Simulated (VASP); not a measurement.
BiTe (Tsumoite):

```xyz
12
Lattice="4.4230 0.0000 0.0000 -2.2115 3.8304 0.0000 0.0000 0.0000 24.0020" Properties=species:S:1:pos:R:3 pbc="T T T"
Bi    0.0000    2.5536   13.0211
Bi    2.2115    1.2768   10.9809
Bi    2.2115    1.2768   17.0222
Bi    0.0000    2.5536    6.9798
Bi    0.0000    0.0000   21.0210
Bi    0.0000    0.0000    2.9810
Te    0.0000    0.0000   15.1525
Te    0.0000    0.0000    8.8495
Te    0.0000    2.5536   18.8440
Te    2.2115    1.2768    5.1580
Te    2.2115    1.2768   22.6771
Te    0.0000    2.5536    1.3249
```

Base run:

- Program: VASP 6.6.1
- Functional: LDA
- Potentials or basis: VASP PAW LDA potentials, release 64 (Bi_d, Te)
- Cutoff: 520 eV
- k mesh: 7 × 7 × 2
- Occupations: fermi-dirac, width 0.05 eV
- Spin: no spin polarisation

Its results: band gap on the k mesh zero (filled and empty bands touch); pressure -1.8 GPa; largest force 1.391 eV/Å.

Question: The run is repeated on the same cell with these changes: functional from LDA to PBEsol; potentials or basis from VASP PAW LDA potentials, release 64 (Bi_d, Te) to VASP PAW PBE potentials, release 64 (Bi_d, Te). What comes out?

Answer: Band gap on the k mesh zero (filled and empty bands touch); pressure -0.8 GPa; largest force 1.366 eV/Å.

Caveats: spin-orbit coupling is left out, which moves the levels of the heavy elements; forces of over 1 eV/Å act on the atoms, so gaps and moduli don't describe the material at rest (some runs); the PAW data sets were made with another functional, which shifts forces and pressure a little (some runs).
